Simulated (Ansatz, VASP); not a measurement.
## One calculation of CdI2, two programs

```
Cd I
1.0
     4.29101    0.00000    0.00000
    -2.14551    3.71612    0.00000
     0.00000    0.00000    7.30358
Cd I
1 2
Cartesian
  0.0000 0.0000 0.0000
  0.0000 2.4774 1.7221
  2.1455 1.2387 5.5815
```

Alike in both runs: task electric field gradients; functional PBEsol; k mesh 8 × 8 × 4; occupations fermi-dirac, width 0.03 eV; no spin polarisation.

|  | VASP | Ansatz |
| --- | --- | --- |
| version | VASP 6.6.1 | Ansatz 0.2.0 |
| potentials or method | VASP PAW PBE potentials, release 64 (Cd, I) | PAW with Ansatz's default frozen-core files, scalar-relativistic |
| plane-wave cutoff (eV) | 400 | 420 |
| valence electrons in the cell | 26 | 54 |

Ansatz gave:

* gap on the k mesh at the Fermi level (eV): 2.31
* pressure (GPa): -1.4
* traceless stress, the component that is largest in VASP (GPa): 0.09
* rms of the force components (eV/Å): 0.101
* size of Vzz on the site where it differs most (V/Å²): 62.3

**Question.** Which values does VASP return?

**Answer.** gap on the k mesh at the Fermi level (eV): 2.30; pressure (GPa): -1.4; traceless stress, the component that is largest in VASP (GPa): 0.08; rms of the force components (eV/Å): 0.090; size of Vzz on the site where it differs most (V/Å²): 61.0.

VASP's potentials were made for PBE, not for PBEsol. Atom by atom the forces differ by 0.010 eV/Å (rms over components). The functional is the same, so the differences come from potentials, cutoffs and numerics. VASP's potentials hold 26 valence electrons a cell and Ansatz's 54, so a difference there can come from the potentials and not from the codes.

Neither program's run includes spin-orbit coupling.
